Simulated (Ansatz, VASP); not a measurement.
**Two plane-wave programs on I**

INCAR

```
PREC = Accurate ; ENCUT = 600
EDIFF = 1E-7 ; ISMEAR = -1
SIGMA = 0.08 ; LREAL = F
LASPH = T ; NELM = 80
ALGO = Normal ; ISIF = 3
LWAVE = F ; LCHARG = F
GGA = CA ; IBRION = 2
NSW = 60 ; EDIFFG = -0.005
```

The input KPOINTS:

```
regular mesh
0
Gamma
  13 13 13
```

File POSCAR:

```
I
1.0
   -2.0408275510      2.0408275510      2.0408275510
    2.0408275510     -2.0408275510      2.0408275510
    2.0408275510      2.0408275510     -2.0408275510
I
1
Direct
    0.0000000000      0.0000000000      0.0000000000
```

Input for Ansatz:

```yaml
crystal:
  lattice:
    - [-2.040827551, 2.040827551, 2.040827551]
    - [2.040827551, -2.040827551, 2.040827551]
    - [2.040827551, 2.040827551, -2.040827551]
  atoms:
    - { symbol: I, position: [0.0, 0.0, 0.0] }
kpoints:
  mp_grid: { grid: [13, 13, 13] }
scf:
  occupations: { method: fermi_dirac, width: 0.08 }
hamiltonian:
  xc: lda
  pseudopotentials: { kind: paw }
output:
  forces: true
  stress: true
relax:
  f_tol: 0.005
  max_steps: 40
  cell: {}
```

Alike in both runs: task relaxation of cell and atoms; functional LDA; k mesh 13 × 13 × 13; occupations fermi-dirac, width 0.08 eV; no spin polarisation.

|  | VASP | Ansatz |
| --- | --- | --- |
| version | VASP 6.6.1 | Ansatz 0.2.0 |
| potentials or method | VASP PAW LDA potentials, release 64 (I) | PAW with Ansatz's default frozen-core files, scalar-relativistic |
| plane-wave cutoff (eV) | 600 | 420 |
| valence electrons in the cell | 7 | 17 |

VASP gave:

| Property | Result |
| --- | --- |
| relaxed volume (Å³/atom) | 31.79 |
| relaxed cell length with the largest relative difference (Å) | 3.457 |

Task: Which values does Ansatz return?

Result: Relaxed volume (Å³/atom): 31.79; relaxed cell length with the largest relative difference (Å): 3.456.

LDA's correlation is that of Perdew and Zunger in VASP and of Perdew and Wang (1992) in Ansatz. VASP's potentials hold 7 valence electrons a cell and Ansatz's 17, so a difference there can come from the potentials and not from the codes.

Neither program's run includes spin-orbit coupling.
